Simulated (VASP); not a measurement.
Be3Bi2:

```
Be Bi
1.0
     4.26159    0.00000    0.00000
    -2.13080    3.69065    0.00000
     0.00000    0.00000    5.14534
Be Bi
3 2
Direct
  0.33333 0.66667 0.50000
  0.66667 0.33333 0.50000
  0.00000 0.00000 0.50000
  0.33333 0.66667 0.00000
  0.66667 0.33333 0.00000
```

The cell was generated, and may not be a known phase.

```yaml
Program: VASP 6.6.1
Task: relaxation of cell and atoms
Functional: PBE
Potentials_or_basis: VASP PAW PBE potentials, release 64 (Be, Bi_d)
Cutoff: 600 eV
k_mesh: 6 × 6 × 4
Occupations: gaussian, width 0.1 eV
Spin: no spin polarisation
```

At the start: pressure 43.9 GPa; volume 16.19 Å³/atom.

Question: Where does the relaxation end?

Answer: Over 6 steps the energy falls by 791.7 meV/atom and the volume is 23.26 Å³/atom (+43.7 %); space group P6/mmm (No. 191, to 0.1 Å) before and after.

Step by step:
| step | energy change (eV) | largest force (eV/Å) | pressure (GPa) | volume (Å³) |
| --- | --- | --- | --- | --- |
| 1 | 0.0000 | 0.0000 | 43.87 | 80.93 |
| 2 | -3.2111 | 0.0000 | -6.20 | 143.38 |
| 3 | -3.9538 | 0.0000 | 0.80 | 114.64 |
| 4 | -3.9566 | 0.0000 | -0.14 | 116.77 |
| 5 | -3.9572 | 0.0000 | 0.18 | 115.97 |
| 6 | -3.9584 | 0.0000 | 0.07 | 116.29 |

Final structure:
```cif
data_structure
_symmetry_space_group_name_H-M 'P 1'
_symmetry_Int_Tables_number 1
_cell_length_a 4.9784
_cell_length_b 4.9784
_cell_length_c 5.4180
_cell_angle_alpha 90.000
_cell_angle_beta 90.000
_cell_angle_gamma 120.000
_cell_volume 116.29
loop_
_atom_site_label
_atom_site_type_symbol
_atom_site_fract_x
_atom_site_fract_y
_atom_site_fract_z
_atom_site_occupancy
Be1 Be 0.33333 0.66667 0.50000 1
Be2 Be 0.66667 0.33333 0.50000 1
Be3 Be 0.00000 0.00000 0.50000 1
Bi1 Bi 0.33333 0.66667 0.00000 1
Bi2 Bi 0.66667 0.33333 0.00000 1
```

Caveat: the volume moved by over 15 % at a fixed basis, so the end points are rough.
